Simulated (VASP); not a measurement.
# Cu (Fm-3m) in VASP: notebook

Cu is run at these levels: LDA; tasks: single point, relaxation of cell and atoms.

Everything below comes from runs of VASP 6.6.1. Logs are shortened: lines on timing, memory, paths and dates and some standing lists are left out, and cuts for length are marked.

## 1. The cell of the first run

It takes space group Fm-3m (No. 225, cubic). Conventional cell: a = 3.518 Å, b = 3.518 Å, c = 3.518 Å, α = 90.00°, β = 90.00°, γ = 90.00°. Cu (site symmetry m-3m) has 12 Cu at 2.49 Å within 3.3 Å.

## 2. Single point, LDA

Input file INCAR:

```
SYSTEM = Cu
PREC = Accurate
ENCUT = 520
EDIFF = 1E-6
ISMEAR = 0
SIGMA = 0.1
LREAL = .False.
LASPH = .True.
NELM = 60
ALGO = Fast
ISIF = 2
LWAVE = .False.
LCHARG = .False.
GGA = CA
NBANDS = 12
```

Input file KPOINTS:

```
regular mesh
0
Gamma
  20 20 20
  0 0 0
```

Input file POSCAR:

```
Cu
1.0
    0.0000000000      1.7591151948      1.7591151948
    1.7591151948      0.0000000000      1.7591151948
    1.7591151948      1.7591151948      0.0000000000
Cu
1
Direct
    0.0000000000      0.0000000000      0.0000000000
```

Potentials or basis: VASP PAW LDA potentials, release 64 (Cu).

Started as:

```bash
cat potpaw_LDA.64/Cu/POTCAR > POTCAR
mpirun -np 1 vasp_std > vasp.out
```

OUTCAR:

```text
SYSTEM = Cu
   PREC = Accurate
   ENCUT = 520
   EDIFF = 1E-6
   ISMEAR = 0
   LREAL = .False.
   LASPH = .True.
   NELM = 60
   ISIF = 2
   GGA = CA

 ion  position               nearest neighbor table
   1  0.000  0.000  0.000-

  LATTYP: Found a face centered cubic cell.
 ALAT       =     3.5182303896

  Lattice vectors:

 A1 = (   0.0000000000,   1.7591151948,   1.7591151948)
 A2 = (   1.7591151948,   0.0000000000,   1.7591151948)
 A3 = (   1.7591151948,   1.7591151948,   0.0000000000)

Analysis of symmetry for initial positions (statically):
=====================================================================
 Subroutine PRICEL returns:
 Original cell was already a primitive cell.

 Routine SETGRP: Setting up the symmetry group for a
 face centered cubic supercell.

 Subroutine GETGRP returns: Found 48 space group operations
 (whereof 48 operations were pure point group operations)
 out of a pool of 48 trial point group operations.

The static configuration has the point symmetry O_h .

Analysis of symmetry for dynamics (positions and initial velocities):
=====================================================================
 Subroutine PRICEL returns:
 Original cell was already a primitive cell.

 Routine SETGRP: Setting up the symmetry group for a
 face centered cubic supercell.

 Subroutine GETGRP returns: Found 48 space group operations
 (whereof 48 operations were pure point group operations)
 out of a pool of 48 trial point group operations.

The dynamic configuration has the point symmetry O_h .

 Subroutine INISYM returns: Found 48 space group operations
 (whereof 48 operations are pure point group operations),
 and found     1 'primitive' translations

----------------------------------------------------------------------------------------

                                     Primitive cell

  volume of cell :      10.8871

  direct lattice vectors                    reciprocal lattice vectors
     0.000000000  1.759115195  1.759115195    -0.284233802  0.284233802  0.284233802
     1.759115195  0.000000000  1.759115195     0.284233802 -0.284233802  0.284233802
     1.759115195  1.759115195  0.000000000     0.284233802  0.284233802 -0.284233802

  length of vectors
     2.487764566  2.487764566  2.487764566     0.492307386  0.492307386  0.492307386

  position of ions in fractional coordinates (direct lattice)
     0.000000000  0.000000000  0.000000000

  ion indices of the primitive-cell ions
   primitive index   ion index
                 1           1

----------------------------------------------------------------------------------------

 KPOINTS: regular mesh

Automatic generation of k-mesh.
 Grid dimensions read from file:
 generate k-points for:   20   20   20

 Generating k-lattice:

  Cartesian coordinates                     Fractional coordinates (reciprocal lattice)
    -0.014211690  0.014211690  0.014211690     0.050000000  0.000000000  0.000000000
     0.014211690 -0.014211690  0.014211690     0.000000000  0.050000000  0.000000000
     0.014211690  0.014211690 -0.014211690     0.000000000  0.000000000  0.050000000

  Length of vectors
     0.024615369  0.024615369  0.024615369

  Shift w.r.t. Gamma in fractional coordinates (k-lattice)
     0.000000000  0.000000000  0.000000000

 Subroutine IBZKPT returns following result:
 ===========================================

 Found    256 irreducible k-points:

 Following reciprocal coordinates:
            Coordinates               Weight
  0.000000  0.000000  0.000000      1.000000
  0.050000  0.000000  0.000000      8.000000
  0.100000  0.000000  0.000000      8.000000
  0.150000  0.000000  0.000000      8.000000
  0.200000  0.000000  0.000000      8.000000
  0.250000  0.000000  0.000000      8.000000
[... 16 lines left out ...]
 -0.400000  0.050000  0.000000     24.000000
 -0.350000  0.050000  0.000000     24.000000
 [... further k-points ...]
   k-points           NKPTS =    256   k-points in BZ     NKDIM =    256   number of bands    NBANDS=     12
   number of dos      NEDOS =    301   number of ions     NIONS =      1
   total plane-waves  NPLWV =   8000
   dimension x,y,z NGX =    20 NGY =   20 NGZ =   20
   dimension x,y,z NGXF=    40 NGYF=   40 NGZF=   40
   ions per type =               1
   NGX,Y,Z   is equivalent  to a cutoff of  13.37, 13.37, 13.37 a.u.
   NGXF,Y,Z  is equivalent  to a cutoff of  26.73, 26.73, 26.73 a.u.
 SYSTEM =  Cu
   PREC   = accura    normal or accurate (medium, high low for compatibility)
   ISTART =      0    job   : 0-new  1-cont  2-samecut
   ICHARG =      2    charge: 1-file 2-atom 10-const
   ISPIN  =      1    spin polarized calculation?
   LNONCOLLINEAR =      F non collinear calculations
   LSORBIT =      F    spin-orbit coupling
   LASPH  =      T    aspherical Exc in radial PAW
   ENCUT  =  520.0 eV  38.22 Ry    6.18 a.u.   4.63  4.63  4.63*2*pi/ulx,y,z
   NELM   =     60;   NELMIN=  2; NELMDL= -5     # of ELM steps
   EDIFF  = 0.1E-05   stopping-criterion for ELM
   LREAL  =      F    real-space projection
   EDIFFG = 0.1E-04   stopping-criterion for IOM
   NSW    =      0    number of steps for IOM
   IBRION =     -1    ionic relax: 0-MD 1-quasi-New 2-CG
   NFREE  =      0    steps in history (QN), initial steepest desc. (CG)
   ISIF   =      2    stress and relaxation
   ISYM   =      2    0-nonsym 1-usesym 2-fastsym
   POTIM  = 0.5000    time-step for ionic-motion
   TEBEG  =    0.0;   TEEND  =   0.0 temperature during run
   PSTRESS=    0.0 pullay stress
   NELECT =      11.0000    total number of electrons
   NUPDOWN=      -1.0000    fix difference up-down
   EMIN   =  10.00;   EMAX   =-10.00  energy-range for DOS
   EFERMI =   0.00;   METHOD = LEGACY
   ISMEAR =     0;   SIGMA  =   0.10  broadening in eV -4-tet -1-fermi 0-gaus
   EFERMI_NEDOS =   21; number of points for ismear=-14 and -15
   IALGO  =     68    algorithm
   IMIX   =      4    mixing-type and parameters
     AMIX     =   0.40;   BMIX     =  1.00
     AMIX_MAG =   1.60;   BMIX_MAG =  1.00
  volume/ion in A,a.u.               =      10.89        73.47
  Fermi-wavevector in a.u.,A,eV,Ry     =   1.642737  3.104323 36.716489  2.698586
  Thomas-Fermi vector in A             =   2.732989
   LORBIT       =      0    0 simple, 1 ext, 2 COOP (PROOUT), +10 PAW based schemes
   GGA     = CA    functional components
   LHFCALC =     F    Hartree Fock is set to
   AEXX    =    0.0000 exact exchange contribution
   IVDW    =     0    specifies the selected vdW correction
   LEPSILON=     F    determine dielectric tensor
   LRPA    =     F    only Hartree local field effects (RPA)
 non-spin polarized calculation
 RMM-DIIS sequential band-by-band and
 Gauss-broadening in eV      SIGMA  =   0.10
  energy-cutoff  :      520.00
  volume of cell :       10.89
 maximum number of plane-waves:       305
   NGX =  9   NGY =  9   NGZ =  9

 number of electron      10.9999998 magnetization

 Free energy of the ion-electron system (eV)
  ---------------------------------------------------
  ext. energy  EPLUGINS =         0.00000000
  ---------------------------------------------------
  free energy    TOTEN  =        -4.70903085 eV

  energy without entropy =       -4.70778143  energy(sigma->0) =       -4.70840614

 E-fermi :   8.3787     XC(G=0): -13.5851

 val. band max:        8.3225575054   @ k =   0.4500   0.3000   0.0000
 cond. band min:       8.3894175210   @ k =   0.5000   0.2500   0.1000
 fundamental gap:      0.0668600156
 Fermi energy:         8.3787428567

 k-point     1 :       0.0000    0.0000    0.0000
  band No.  band energies     occupation
      1      -1.5813      2.00000
      2       5.0693      2.00000
      3       5.0693      2.00000
      4       5.0693      2.00000
      5       6.0195      2.00000
      6       6.0195      2.00000
      7      31.7260      0.00000
      8      34.8476      0.00000
      9      34.8476      0.00000
     10      34.8476      0.00000
     11      37.4660      0.00000
     12      37.4660      0.00000

 k-point     2 :       0.0500    0.0000    0.0000
  band No.  band energies     occupation
      1      -1.4846      2.00000
      2       5.0468      2.00000
      3       5.0891      2.00000
      4       5.0891      2.00000
      5       6.0113      2.00000
      6       6.0113      2.00000
      7      31.2940      0.00000
      8      33.5226      0.00000
      9      34.5431      0.00000
     10      34.5431      0.00000
     11      37.8992      0.00000
     12      37.8992      0.00000

 k-point     3 :       0.1000    0.0000    0.0000
  band No.  band energies     occupation
      1      -1.1973      2.00000
      2       4.9848      2.00000
      3       5.1423      2.00000
      4       5.1423      2.00000
      5       5.9929      2.00000
      6       5.9929      2.00000
      7      29.3890      0.00000
      8      32.6748      0.00000
      9      33.9472      0.00000
     10      33.9472      0.00000
     11      38.8404      0.00000
     12      38.8446      0.00000

 k-point     4 :       0.1500    0.0000    0.0000
  band No.  band energies     occupation
      1      -0.7291      2.00000
      2       4.8987      2.00000
      3       5.2081      2.00000
      4       5.2081      2.00000
      5       5.9837      2.00000
      6       5.9837      2.00000
      7      26.7786      0.00000
      8      32.3943      0.00000
      9      33.3476      0.00000
     10      33.3476      0.00000
     11      39.3154      0.00000
     12      39.7067      0.00000

 k-point     5 :       0.2000    0.0000    0.0000
  band No.  band energies     occupation
      1      -0.0996      2.00000
      2       4.8159      2.00000
      3       5.2526      2.00000
      4       5.2526      2.00000
      5       6.0153      2.00000
      6       6.0153      2.00000
      7      24.1176      0.00000
      8      32.1007      0.00000
      9      32.8267      0.00000
     10      32.8267      0.00000
     11      39.3293      0.00000
     12      39.3706      0.00000
[... 228 lines left out ...]
      1       2.8537      2.00000
      2       5.0000      2.00000
      3       5.0707      2.00000
      4       6.2362      2.00000
      5       6.6657      2.00000
      6       7.6284      2.00000
      7      12.6590      0.00000
      8      29.5348      0.00000
      9      30.8078      0.00000
     10      30.9820      0.00000
     11      35.5754      0.00000
     12      35.7653      0.00000

 k-point    22 :      -0.4500    0.0500    0.0000
  band No.  band energies     occupation
      1       2.8379      2.00000
      2       5.0090      2.00000
      3       5.0713      2.00000
      4       6.2123      2.00000
      5       6.6233      2.00000
      6       7.5135      2.00000
      7      12.8947      0.00000
      8      29.3032      0.00000
      9      30.9213      0.00000
     10      31.3293      0.00000
     11      35.1838      0.00000
     12      36.0362      0.00000

 k-point    23 :      -0.4000    0.0500    0.0000
  band No.  band energies     occupation
      1       2.7050      2.00000
      2       5.0455      2.00000
      3       5.0986      2.00000
      4       5.8633      2.00000
      5       6.5211      2.00000
      6       7.0119      2.00000
      7      14.2559      0.00000
      8      29.1509      0.00000
      9      31.1164      0.00000
     10      32.0140      0.00000
     11      34.9935      0.00000
     12      36.4345      0.00000

 k-point    24 :      -0.3500    0.0500    0.0000
  band No.  band energies     occupation
      1       2.3682      2.00000
      2       5.1028      2.00000
      3       5.1486      2.00000
      4       5.2886      2.00000
      5       6.3732      2.00000
      6       6.6897      2.00000
      7      16.1685      0.00000
      8      29.1185      0.00000
      9      31.5081      0.00000
     10      32.7898      0.00000
     11      35.0631      0.00000
     12      36.9107      0.00000

 [... further k-points ...]

------------------------ aborting loop because EDIFF is reached ----------------------------------------

  FORCE on cell =-STRESS in cart. coord.  units (eV):
  Direction    XX          YY          ZZ          XY          YZ          ZX
  --------------------------------------------------------------------------------------
  -------------------------------------------------------------------------------------
  Total        0.0742367      0.0742367      0.0742367      0.0000000     -0.0000000      0.0000000
  in kB       10.9248694     10.9248694     10.9248694      0.0000000     -0.0000000      0.0000000
  external PRESSURE =      10.9248694 kB  Pullay stress =       0.0000000 kB

 VOLUME and BASIS-vectors are now :
 -----------------------------------------------------------------------------
  energy-cutoff  :      520.00
  volume of cell :       10.89
      direct lattice vectors                 reciprocal lattice vectors
     0.000000000  1.759115195  1.759115195    -0.284233802  0.284233802  0.284233802
     1.759115195  0.000000000  1.759115195     0.284233802 -0.284233802  0.284233802
     1.759115195  1.759115195  0.000000000     0.284233802  0.284233802 -0.284233802

 POSITION                                       TOTAL-FORCE (eV/Angst)
 -----------------------------------------------------------------------------------
      0.00000      0.00000      0.00000        -0.000000     -0.000000     -0.000000
 -----------------------------------------------------------------------------------
    total drift:                                0.000000      0.000000      0.000000

  FREE ENERGIE OF THE ION-ELECTRON SYSTEM (eV)
  ---------------------------------------------------
  free  energy   TOTEN  =        -4.7090308494 eV

  energy  without entropy=       -4.7077814273  energy(sigma->0) =       -4.70840614
```

Run time: 56 s. Hardware: 1 thread of Intel Xeon 8259CL, shared host; peak memory 0.14 GiB.

Results:

* Free energy: -4.7090 eV
* Pressure: 1.1 GPa
* Band gap on the k mesh: zero (an odd number of electrons rules out a gap without spin polarisation)

## 3. Relaxation of cell and atoms, LDA

This run uses another cell than the first one, of 11.96 Å³/atom.

Input file INCAR:

```
SYSTEM = Cu
ALGO = Fast
EDIFF = 1E-6
EDIFFG = -0.005
ENCUT = 600
IBRION = 2
ISIF = 3
ISMEAR = 0
LASPH = .TRUE.
LCHARG = .FALSE.
LREAL = .FALSE.
LWAVE = .FALSE.
NELM = 100
NSW = 70
PREC = Accurate
SIGMA = 0.1
```

Input file KPOINTS:

```
k-points
0
G
  20 20 20
  0 0 0
```

Input file POSCAR:

```
Cu
1.0
    0.0000000000      1.8148741495      1.8148741495
    1.8148741495      0.0000000000      1.8148741495
    1.8148741495      1.8148741495      0.0000000000
Cu
1
Direct
    0.0000000000      0.0000000000      0.0000000000
```

Potentials or basis: VASP PAW LDA potentials, release 64 (Cu).

Started as:

```bash
cat potpaw_LDA.64/Cu/POTCAR > POTCAR
mpirun -np 1 vasp_std > vasp.out
```

OUTCAR:

```text
SYSTEM = Cu
   EDIFF = 1E-6
   EDIFFG = -0.005
   ENCUT = 600
   IBRION = 2
   ISIF = 3
   ISMEAR = 0
   LASPH = .TRUE.
   LREAL = .FALSE.
   NELM = 100
   NSW = 70
   PREC = Accurate

 ion  position               nearest neighbor table
   1  0.000  0.000  0.000-

  LATTYP: Found a face centered cubic cell.
 ALAT       =     3.6297482990

  Lattice vectors:

 A1 = (   0.0000000000,   1.8148741495,   1.8148741495)
 A2 = (   1.8148741495,   0.0000000000,   1.8148741495)
 A3 = (   1.8148741495,   1.8148741495,   0.0000000000)

Analysis of symmetry for initial positions (statically):
=====================================================================
 Subroutine PRICEL returns:
 Original cell was already a primitive cell.

 Routine SETGRP: Setting up the symmetry group for a
 face centered cubic supercell.

 Subroutine GETGRP returns: Found 48 space group operations
 (whereof 48 operations were pure point group operations)
 out of a pool of 48 trial point group operations.

The static configuration has the point symmetry O_h .

Analysis of symmetry for dynamics (positions and initial velocities):
=====================================================================
 Subroutine PRICEL returns:
 Original cell was already a primitive cell.
[... 167 lines left out ...]
  external PRESSURE =    -129.6430013 kB  Pullay stress =       0.0000000 kB
[... 162 lines left out ...]
--------------------------------------- Ionic step        6  -------------------------------------------

 number of electron      11.0000003 magnetization

 Free energy of the ion-electron system (eV)
  ---------------------------------------------------
  ext. energy  EPLUGINS =         0.00000000
  ---------------------------------------------------
  free energy    TOTEN  =        -4.70968773 eV

  energy without entropy =       -4.70843682  energy(sigma->0) =       -4.70906227

 E-fermi :   8.3039     XC(G=0): -13.5526

 val. band max:        8.2478134155   @ k =   0.4500   0.3000   0.0000
 cond. band min:       8.3129108785   @ k =   0.5000   0.2500   0.1000
 fundamental gap:      0.0650974630
 Fermi energy:         8.3039427213

 k-point     1 :       0.0000    0.0000    0.0000
  band No.  band energies     occupation
      1      -1.6116      2.00000
      2       5.0140      2.00000
      3       5.0140      2.00000
      4       5.0140      2.00000
      5       5.9563      2.00000
      6       5.9563      2.00000
      7      31.6104      0.00000
      8      34.6876      0.00000
      9      34.6876      0.00000
[... 265 lines left out ...]
 k-point    24 :      -0.3500    0.0500    0.0000
  band No.  band energies     occupation
      1       2.3272      2.00000
      2       5.0475      2.00000
      3       5.0930      2.00000
      4       5.2339      2.00000
      5       6.3073      2.00000
      6       6.6218      2.00000
      7      16.0601      0.00000
      8      28.9835      0.00000
      9      31.3787      0.00000

 [... further k-points ...]

------------------------ aborting loop because EDIFF is reached ----------------------------------------

  FORCE on cell =-STRESS in cart. coord.  units (eV):
  Direction    XX          YY          ZZ          XY          YZ          ZX
  --------------------------------------------------------------------------------------
  -------------------------------------------------------------------------------------
  Total       -0.0039580     -0.0039580     -0.0039580      0.0000000      0.0000000     -0.0000000
  in kB       -0.5793318     -0.5793318     -0.5793318      0.0000000      0.0000000     -0.0000000
  external PRESSURE =      -0.5793318 kB  Pullay stress =       0.0000000 kB
[... 16 lines left out ...]
  FREE ENERGIE OF THE ION-ELECTRON SYSTEM (eV)
  ---------------------------------------------------
  free  energy   TOTEN  =        -4.7096877286 eV

  energy  without entropy=       -4.7084368209  energy(sigma->0) =       -4.70906227

 reached required accuracy - stopping structural energy minimisation
```

OSZICAR:

```text
N       E                     dE             d eps       ncg     rms          rms(c)
DAV:   1     0.375188191769E+02    0.37519E+02   -0.61267E+03  4728   0.230E+03
DAV:   2    -0.515482909415E+01   -0.42674E+02   -0.40670E+02  4639   0.205E+02
DAV:   3    -0.564062815588E+01   -0.48580E+00   -0.48439E+00  5586   0.316E+01
[... 59 lines left out ...]
RMM:   4    -0.470972509952E+01    0.25994E-03   -0.41883E-04  4648   0.286E-01    0.537E-02
RMM:   5    -0.470968609135E+01    0.39008E-04   -0.16306E-04  4663   0.359E-01    0.877E-03
RMM:   6    -0.470969017900E+01   -0.40876E-05   -0.37919E-05  4588   0.763E-02    0.134E-02
RMM:   7    -0.470968752807E+01    0.26509E-05   -0.10145E-05  4454   0.837E-02    0.250E-04
RMM:   8    -0.470968772865E+01   -0.20058E-06   -0.16902E-06  3265   0.181E-02
   6 F= -.47096877E+01 E0= -.47090623E+01  d E =-.153363E-04
```

It took 3.5 min on 1 thread of Intel Xeon 8259CL, shared host; peak memory 0.18 GiB.

Results:

```yaml
Free_energy: -4.7097 eV
Relaxed_volume: 10.95 Å³/atom
Relaxed_cell: a = 2.492 Å, b = 2.492 Å, c = 2.492 Å, α = 60.00°, β = 60.00°, γ = 60.00°
Space_group_after_relaxing_to_0.1_Å: Fm-3m (No. 225)
Energy_gained_by_relaxing: 45.6 meV/atom
Ionic_steps: 6
Pressure_after_relaxing: -0.1 GPa
Band_gap_on_the_k_mesh: zero (an odd number of electrons rules out a gap without spin polarisation)
```

Step by step:
```tsv
step	energy change (eV)	largest force (eV/Å)	pressure (GPa)	volume (Å³)
1	0.0000	0.0000	-12.96	11.96
2	-0.0260	0.0000	11.75	10.36
3	-0.0456	0.0000	-0.32	10.94
4	-0.0456	0.0000	1.00	10.92
5	-0.0453	0.0000	-1.58	11.02
6	-0.0456	0.0000	-0.06	10.95
```

Final structure:
```yaml
crystal:
  lattice:
    - [0.00000, 1.76228, 1.76228]
    - [1.76228, 0.00000, 1.76228]
    - [1.76228, 1.76228, 0.00000]
  atoms:
    - { symbol: Cu, position: [0.00000, 0.00000, 0.00000] }
```
